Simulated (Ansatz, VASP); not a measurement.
## Two plane-wave programs on Rb

```xyz
2
Lattice="4.7824 0.0000 0.0000 -2.3912 4.1417 0.0000 0.0000 0.0000 7.8860" Properties=species:S:1:pos:R:3 pbc="T T T"
Rb    0.0000    2.7611    1.9715
Rb    2.3912    1.3806    5.9145
```

Alike in both runs: functional LDA; k mesh 7 × 7 × 4; occupations fermi-dirac, width 0.1 eV; no spin polarisation.

Ansatz relaxed the structure, and its values are those at the end. VASP's run is a single point on that final structure, the one shown.

```csv
,VASP,Ansatz
version,VASP 6.6.1,Ansatz 0.2.0
potentials or method,"VASP PAW LDA potentials, release 64 (Rb_sv), cutoff 520 eV","plane waves (420 eV) with PAW, scalar-relativistic"
valence electrons in the cell,18,18
```

|  | VASP | Ansatz | Ansatz less VASP |
| --- | --- | --- | --- |
| pressure (GPa) | 0.0 | 0.0 | 0.00 |

Ansatz warns that its potentials were made for another functional, while VASP's fit it. LDA's correlation is that of Perdew and Zunger in VASP and of Perdew and Wang (1992) in Ansatz.
